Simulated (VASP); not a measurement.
Runs of VASP 6.6.1 on MgO (lda). The structure is that of space group Fm-3m (No. 225), or close to it. The cells are those of the table. 

```csv
task,cell,smearing,gap on the mesh (eV),pressure (GPa)
single point,"a = 2.978 Å, angles 60.0°, 2 atoms",gaussian 0.1 eV,4.66,(a)
relaxation of cell and atoms,"relaxed from a = 2.978 Å, angles 60.0°, 2 atoms",gaussian 0.02 eV,5.15,0.0
single point,"a = 2.942 Å, angles 60.0°, 2 atoms",gaussian 0.02 eV,5.03,-2.1
single point,"a = 2.942 Å, angles 60.0°, 2 atoms",gaussian 0.01 eV,5.03,-2.1
```

Alike in all rows: level LDA; potentials or basis VASP PAW LDA potentials, release 64 (Mg, O); no spin polarisation; k mesh 8 × 8 × 8; cutoff (eV) 600.

Q: Fill in the values left out.

A: (a) -8.0.

